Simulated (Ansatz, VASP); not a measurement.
**SiC in VASP and in Ansatz**

The input INCAR:

```
PREC = Accurate
ENCUT = 520
EDIFF = 1E-6
ISMEAR = -1
SIGMA = 0.02
LREAL = F
LASPH = T
NELM = 60
ALGO = Normal
ISIF = 2
LWAVE = F
LCHARG = T
GGA = PE
LELF = T
LVHAR = T
NBANDS = 16
```

KPOINTS

```
Automatic mesh
0
Gamma
  12 12 6
```

File POSCAR:

```
SiC
1.0
    3.1373359322      0.0000000000      0.0000000000
   -1.5686679661      2.7170126175      0.0000000000
    0.0000000000      0.0000000000      4.9327143521
Si C
2 2
Direct
    0.3333333333      0.6666666667      0.2500000000
    0.6666666667      0.3333333333      0.7500000000
    0.6666666667      0.3333333333      0.2500000000
    0.3333333333      0.6666666667      0.7500000000
```

Input for Ansatz:

```yaml
crystal:
  lattice:
    - [3.1373359322, 0.0, 0.0]
    - [-1.5686679661, 2.7170126175, 0.0]
    - [0.0, 0.0, 4.9327143521]
  atoms:
    - { symbol: Si, position: [0.3333333333, 0.6666666667, 0.25] }
    - { symbol: Si, position: [0.6666666667, 0.3333333333, 0.75] }
    - { symbol: C, position: [0.6666666667, 0.3333333333, 0.25] }
    - { symbol: C, position: [0.3333333333, 0.6666666667, 0.75] }
kpoints:
  mp_grid: { grid: [12, 12, 6] }
  band_path:
    path:
      - [[0.0, 0.0, 0.0], [0.5, 1.799374963089e-17, 0.0], [0.3333333333333, 0.3333333333333, 0.0], [0.0, 0.0, 0.0], [0.0, 0.0, 0.5], [0.5, 1.799374963089e-17, 0.5], [0.3333333333333, 0.3333333333333, 0.5], [0.0, 0.0, 0.5]]
      - [[0.5, 1.799374963089e-17, 0.5], [0.5, 1.799374963089e-17, 0.0]]
      - [[0.3333333333333, 0.3333333333333, 0.5], [0.3333333333333, 0.3333333333333, 0.0]]
    npoints: 10
hamiltonian:
  xc: pbe
scf:
  occupations: { method: fermi_dirac, width: 0.02 }
  n_extra_bands: 5
output:
  forces: true
  stress: true
  eigenvalues: true
```

Alike in both runs: task single point; functional PBE; k mesh 12 × 12 × 6; occupations fermi-dirac, width 0.02 eV; no spin polarisation.

|  | VASP | Ansatz |
| --- | --- | --- |
| version | VASP 6.6.1 | Ansatz 0.2.0 |
| potentials or method | VASP PAW PBE potentials, release 64 (Si, C) | plane waves, PAW |
| plane-wave cutoff (eV) | 520 | 420 |
| valence electrons in the cell | 16 | 16 |

```csv
,VASP,Ansatz,Ansatz less VASP
pressure (GPa),3.7,3.8,+0.10
"traceless stress, the component that is largest in VASP (GPa)",-2.75,-2.88,-0.132
```

With one functional, cell and mesh, what is left measures potentials, basis and numerics.
